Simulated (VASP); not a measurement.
# ZnGe2 (Fd-3m) in VASP: a series of runs, part 2 of 2

VASP 6.6.1. The steps go on from the part before.

### Step 3. Single point, PBE

This run uses another cell than the first one, of 20.52 Å³/atom, 1.231 times its volume.

INCAR

```
SYSTEM = ZnGe2
ALGO     = Normal         ! electronic algorithm
EDIFF    = 1E-6           ! SCF threshold, eV
ENCUT    = 520            ! plane-wave cutoff, eV
GGA      = PE             ! functional
ISIF     = 2              ! what is computed and relaxed
ISMEAR   = 0              ! smearing method
LASPH    = .True.         ! aspherical terms in the spheres
LCHARG   = .False.        ! write CHGCAR
LREAL    = .False.        ! projectors in reciprocal space
LWAVE    = .False.        ! write WAVECAR
NBANDS   = 49             ! bands
NELM     = 100            ! most SCF steps
PREC     = Accurate       ! precision mode
SIGMA    = 0.1            ! smearing width, eV
```

KPOINTS

```
k-points
0
Gamma
  4 4 4
  0 0 0
```

POSCAR

```
ZnGe2
1.0
    0.0000000000      3.9482198609      3.9482198609
    3.9482198609      0.0000000000      3.9482198609
    3.9482198609      3.9482198609      0.0000000000
Zn Ge
2 4
Direct
    0.0000000000      0.0000000000      0.0000000000
    0.2500000000      0.2500000000      0.2500000000
    0.6250000000      0.6250000000      0.6250000000
    0.1250000000      0.6250000000      0.6250000000
    0.6250000000      0.6250000000      0.1250000000
    0.6250000000      0.1250000000      0.6250000000
```

Potentials or basis: VASP PAW PBE potentials, release 64 (Zn, Ge_d).

The run is started by

```sh
> cat potpaw_PBE.64/Zn/POTCAR potpaw_PBE.64/Ge_d/POTCAR > POTCAR
> mpirun -np 1 vasp_std > vasp.out
```

OUTCAR:

```text
SYSTEM = ZnGe2
   EDIFF = 1E-6
   ENCUT = 520
   GGA = PE
   ISIF = 2
   ISMEAR = 0
   LASPH = .True.
   LREAL = .False.
   NELM = 100
   PREC = Accurate

 ion  position               nearest neighbor table
   1  0.000  0.000  0.000-
   2  0.250  0.250  0.250-
   3  0.625  0.625  0.625-   4 2.79   5 2.79   6 2.79   5 2.79   6 2.79   4 2.79
   4  0.125  0.625  0.625-   3 2.79   5 2.79   6 2.79   3 2.79   5 2.79   6 2.79
   5  0.625  0.625  0.125-   3 2.79   3 2.79   4 2.79   6 2.79   6 2.79   4 2.79
   6  0.625  0.125  0.625-   3 2.79   5 2.79   3 2.79   4 2.79   5 2.79   4 2.79

  LATTYP: Found a face centered cubic cell.
 ALAT       =     7.8964397218

  Lattice vectors:

 A1 = (   0.0000000000,   3.9482198609,   3.9482198609)
 A2 = (   3.9482198609,   0.0000000000,   3.9482198609)
 A3 = (   3.9482198609,   3.9482198609,   0.0000000000)

Analysis of symmetry for initial positions (statically):
=====================================================================
 Subroutine PRICEL returns:
 Original cell was already a primitive cell.

 Routine SETGRP: Setting up the symmetry group for a
 face centered cubic supercell.

 Subroutine GETGRP returns: Found 48 space group operations
 (whereof 24 operations were pure point group operations)
 out of a pool of 48 trial point group operations.

The static configuration has the point symmetry T_d .
 The point group associated with its full space group is O_h .

Analysis of symmetry for dynamics (positions and initial velocities):
=====================================================================
 Subroutine PRICEL returns:
 Original cell was already a primitive cell.

 Routine SETGRP: Setting up the symmetry group for a
 face centered cubic supercell.

[... 113 lines left out ...]
   IALGO  =     38    algorithm
   IMIX   =      4    mixing-type and parameters
     AMIX     =   0.40;   BMIX     =  1.00
     AMIX_MAG =   1.60;   BMIX_MAG =  1.00
  volume/ion in A,a.u.               =      20.52       138.45
  Fermi-wavevector in a.u.,A,eV,Ry     =   1.418056  2.679738 27.359737  2.010884
  Thomas-Fermi vector in A             =   2.539222
   LORBIT       =      0    0 simple, 1 ext, 2 COOP (PROOUT), +10 PAW based schemes
   GGA     = PE    functional components
   LHFCALC =     F    Hartree Fock is set to
   AEXX    =    0.0000 exact exchange contribution
   IVDW    =     0    specifies the selected vdW correction
   LEPSILON=     F    determine dielectric tensor
   LRPA    =     F    only Hartree local field effects (RPA)
 non-spin polarized calculation
 Gauss-broadening in eV      SIGMA  =   0.10
  energy-cutoff  :      520.00
  volume of cell :      123.09
 maximum number of plane-waves:      3329
 NGX is ok and might be reduce to    42
   NGX = 21   NGY = 21   NGZ = 21

 number of electron      79.9999955 magnetization

 Free energy of the ion-electron system (eV)
  ---------------------------------------------------
  ext. energy  EPLUGINS =         0.00000000
  ---------------------------------------------------
  free energy    TOTEN  =       -17.44879868 eV

  energy without entropy =      -17.42880301  energy(sigma->0) =      -17.43880084

 E-fermi :   4.6674     XC(G=0): -10.5525

 val. band max:        4.5405323879   @ k =  -0.2500   0.2500   0.0000
 cond. band min:       4.7390073971   @ k =   0.5000   0.2500   0.0000
 fundamental gap:      0.1984750092
 Fermi energy:         4.6673706356

 k-point     1 :       0.0000    0.0000    0.0000
  band No.  band energies     occupation
      1     -20.5360      2.00000
      2     -20.4948      2.00000
      3     -20.4948      2.00000
      4     -20.4902      2.00000
      5     -20.4902      2.00000
      6     -20.4902      2.00000
[... 405 lines left out ...]
     48       8.7773      0.00000
     49       9.5647      0.00000

------------------------ aborting loop because EDIFF is reached ----------------------------------------

  FORCE on cell =-STRESS in cart. coord.  units (eV):
  Direction    XX          YY          ZZ          XY          YZ          ZX
  --------------------------------------------------------------------------------------
  -------------------------------------------------------------------------------------
  Total        0.1840482      0.1840482      0.1840482      0.0000000      0.0000000      0.0000000
  in kB        2.3955663      2.3955663      2.3955663      0.0000000      0.0000000      0.0000000
  external PRESSURE =       2.3955663 kB  Pullay stress =       0.0000000 kB

 VOLUME and BASIS-vectors are now :
 -----------------------------------------------------------------------------
  energy-cutoff  :      520.00
  volume of cell :      123.09
      direct lattice vectors                 reciprocal lattice vectors
     0.000000000  3.948219861  3.948219861    -0.126639351  0.126639351  0.126639351
     3.948219861  0.000000000  3.948219861     0.126639351 -0.126639351  0.126639351
     3.948219861  3.948219861  0.000000000     0.126639351  0.126639351 -0.126639351

 POSITION                                       TOTAL-FORCE (eV/Angst)
 -----------------------------------------------------------------------------------
      0.00000      0.00000      0.00000         0.000000      0.000000      0.000000
      1.97411      1.97411      1.97411        -0.000000     -0.000000     -0.000000
      4.93527      4.93527      4.93527         0.000000     -0.000000     -0.000000
      4.93527      2.96116      2.96116         0.000000     -0.000000     -0.000000
      2.96116      2.96116      4.93527         0.000000     -0.000000     -0.000000
      2.96116      4.93527      2.96116         0.000000     -0.000000     -0.000000
 -----------------------------------------------------------------------------------
    total drift:                                0.000000      0.000000      0.000000

  FREE ENERGIE OF THE ION-ELECTRON SYSTEM (eV)
  ---------------------------------------------------
  free  energy   TOTEN  =       -17.4487986798 eV

  energy  without entropy=      -17.4288030082  energy(sigma->0) =      -17.43880084
```

stdout:

```text
POSCAR found type information on POSCAR ZnGe
 POSCAR found :  2 types and       6 ions
 scaLAPACK will be used
 LDA part: xc-table for (Slater+PW92), standard interpolation
 POSCAR, INCAR and KPOINTS ok, starting setup
 FFT: planning ... GRIDC
 FFT: planning ... GRID_SOFT
 FFT: planning ... GRID
 WAVECAR not read
 entering main loop
```

Wall time 29 s (1 thread of Intel Xeon 6975P-C (Granite Rapids), shared host); peak memory 0.26 GiB.

Results:

- Free energy: -17.4488 eV
- Pressure: 0.2 GPa
- Band gap on the k mesh: zero (band 40 reaches 4.86 eV, above the bottom of band 41 at 3.10 eV)

Levels at points of the mesh, in eV from the Fermi level:
| k point | band 37 | band 38 | band 39 | band 40 | band 41 | band 42 | band 43 | band 44 |
| --- | --- | --- | --- | --- | --- | --- | --- | --- |
| (0.00, 0.00, 0.00) | -3.63 | -3.63 | -3.32 | -1.34 | -1.34 | -0.15 | 1.00 | 1.00 |
| (0.50, 0.00, 0.00) | -3.38 | -2.17 | -1.34 | 0.18 | 0.18 | 0.42 | 0.45 | 0.45 |
| (0.50, 0.50, 0.00) | -0.37 | -0.37 | -0.14 | -0.14 | 0.52 | 0.52 | 0.90 | 0.90 |

### Step 4. Single point, PBE

This run uses another cell than the first one, of 19.97 Å³/atom, 1.199 times its volume.

INCAR

```
  ALGO = Normal
  EDIFF = 1E-7
  ENCUT = 520
  GGA = PE
  ISIF = 2
  ISMEAR = 0
  LASPH = True
  LCHARG = True
  LELF = True
  LREAL = False
  LVHAR = True
  LWAVE = False
  NBANDS = 49
  NELM = 80
  PREC = Accurate
  SIGMA = 0.1
```

KPOINTS

```
k-points
0
Gamma
  8 8 8
```

POSCAR

```
ZnGe2
1.0
    0.0000000000      3.9132199334      3.9132199334
    3.9132199334      0.0000000000      3.9132199334
    3.9132199334      3.9132199334      0.0000000000
Zn Ge
2 4
Direct
    0.5000000000      0.5000000000      0.5000000000
    0.7500000000      0.7500000000      0.7500000000
    0.1250000000      0.1250000000      0.1250000000
    0.6250000000      0.1250000000      0.1250000000
    0.1250000000      0.1250000000      0.6250000000
    0.1250000000      0.6250000000      0.1250000000
```

The run is started by

```sh
> cat potpaw_PBE.64/Zn/POTCAR potpaw_PBE.64/Ge_d/POTCAR > POTCAR
> mpirun -np 1 vasp_std > vasp.out
```

It took 84 s on 1 thread of Intel Xeon 6975P-C (Granite Rapids), shared host; peak memory 0.33 GiB.

The run converged. Its results:

| Item | Value |
| --- | --- |
| Free energy | -17.8743 eV |
| Pressure | 0.0 GPa |
| Band gap on the k mesh | zero (band 40 reaches 5.19 eV, above the bottom of band 41 at 3.29 eV) |

Levels at points of the mesh, in eV from the Fermi level:
| k point | band 37 | band 38 | band 39 | band 40 | band 41 | band 42 | band 43 | band 44 |
| --- | --- | --- | --- | --- | --- | --- | --- | --- |
| (0.00, 0.00, 0.00) | -3.36 | -3.36 | -3.05 | -1.00 | -1.00 | 0.19 | 1.28 | 1.28 |
| (0.50, 0.00, 0.00) | -3.12 | -1.89 | -0.94 | 0.57 | 0.57 | 0.76 | 0.81 | 0.81 |
| (0.50, 0.50, 0.00) | 0.01 | 0.01 | 0.28 | 0.28 | 0.89 | 0.89 | 1.28 | 1.28 |

### Step 5. Relaxation of cell and atoms, PBE

INCAR

```
SYSTEM = ZnGe2
  ALGO = Normal
  EDIFF = 1E-6
  EDIFFG = -0.04
  ENCUT = 600
  GGA = PE
  IBRION = 2
  ISIF = 3
  ISMEAR = 0
  LASPH = .TRUE.
  LCHARG = .FALSE.
  LREAL = .FALSE.
  LWAVE = .FALSE.
  NELM = 60
  NSW = 90
  PREC = Accurate
  SIGMA = 0.1
```

KPOINTS

```
k-points
0
G
  4 4 4
  0 0 0
```

POSCAR

```
ZnGe2
1.0
    0.0000000000      3.6837639808      3.6837639808
    3.6837639808      0.0000000000      3.6837639808
    3.6837639808      3.6837639808      0.0000000000
Zn Ge
2 4
Direct
    0.0000000000      0.0000000000      0.0000000000
    0.2500000000      0.2500000000      0.2500000000
    0.6250000000      0.6250000000      0.6250000000
    0.1250000000      0.6250000000      0.6250000000
    0.6250000000      0.6250000000      0.1250000000
    0.6250000000      0.1250000000      0.6250000000
```

The run is started by

```sh
> cat potpaw_PBE.64/Zn/POTCAR potpaw_PBE.64/Ge_d/POTCAR > POTCAR
> mpirun -np 1 vasp_std > vasp.out
```

Wall time 69 s (1 thread of Intel Xeon 6975P-C (Granite Rapids), shared host); peak memory 0.27 GiB.

The run converged. Its results:

* Free energy: -17.4459 eV
* Relaxed volume: 20.55 Å³/atom
* Relaxed cell: a = 5.587 Å, b = 5.587 Å, c = 5.587 Å, α = 60.00°, β = 60.00°, γ = 60.00°
* Space group after relaxing (to 0.05 Å): Fd-3m (No. 227)
* Energy gained by relaxing: 165.3 meV/atom
* Ionic steps: 3
* Pressure after relaxing: 0.2 GPa
* Band gap on the k mesh: zero (band 40 reaches 4.84 eV, above the bottom of band 41 at 3.09 eV)

The path:
| step | energy change (eV) | largest force (eV/Å) | pressure (GPa) | volume (Å³) |
| --- | --- | --- | --- | --- |
| 1 | 0.0000 | 0.0000 | 16.34 | 99.98 |
| 2 | -0.9824 | 0.0000 | -1.13 | 126.64 |
| 3 | -0.9918 | 0.0000 | 0.20 | 123.29 |

Final structure:
```
Zn Ge
1.0
     0.00000    3.95030    3.95030
     3.95030    0.00000    3.95030
     3.95030    3.95030    0.00000
Zn Ge
2 4
Direct
  0.00000 0.00000 0.00000
  0.25000 0.25000 0.25000
  0.62500 0.62500 0.62500
  0.12500 0.62500 0.62500
  0.62500 0.62500 0.12500
  0.62500 0.12500 0.62500
```

Levels at points of the mesh, in eV from the Fermi level:
```
           k point  band 38  band 39  band 40  band 41  band 42  band 43
(0.00, 0.00, 0.00)    -3.62    -3.32    -1.33    -1.33    -0.16     1.01
(0.50, 0.00, 0.00)    -2.16    -1.34     0.18     0.18     0.42     0.45
(0.50, 0.50, 0.00)    -0.37    -0.14    -0.14     0.52     0.52     0.90
```

Caveat: the k points lie up to 0.34 Å⁻¹ apart in the final cell; the volume moved by over 15 % at a fixed basis, so the end points are rough.

### Step 6. Summary

```csv
task,cell,k mesh,cutoff (eV),gap on the mesh (eV),pressure (GPa)
single point,"a = 5.210 Å, angles 60.0°, 6 atoms",4 × 4 × 4,520,none,16.4
single point,"a = 5.584 Å, angles 60.0°, 6 atoms",4 × 4 × 4,520,none,0.2
single point,"a = 5.534 Å, angles 60.0°, 6 atoms",8 × 8 × 8,520,none,0.0
relaxation of cell and atoms,"relaxed from a = 5.210 Å, angles 60.0°, 6 atoms",4 × 4 × 4,600,none,0.2
```

Alike in all rows: level PBE; potentials or basis VASP PAW PBE potentials, release 64 (Zn, Ge_d); no spin polarisation; smearing gaussian 0.1 eV.

Caveats: some runs use coarse meshes; the volume moved by over 15 % at a fixed basis, so the end points are rough (some runs).

Total energies depend on the potentials used, so only differences within one code and one set of settings carry meaning.
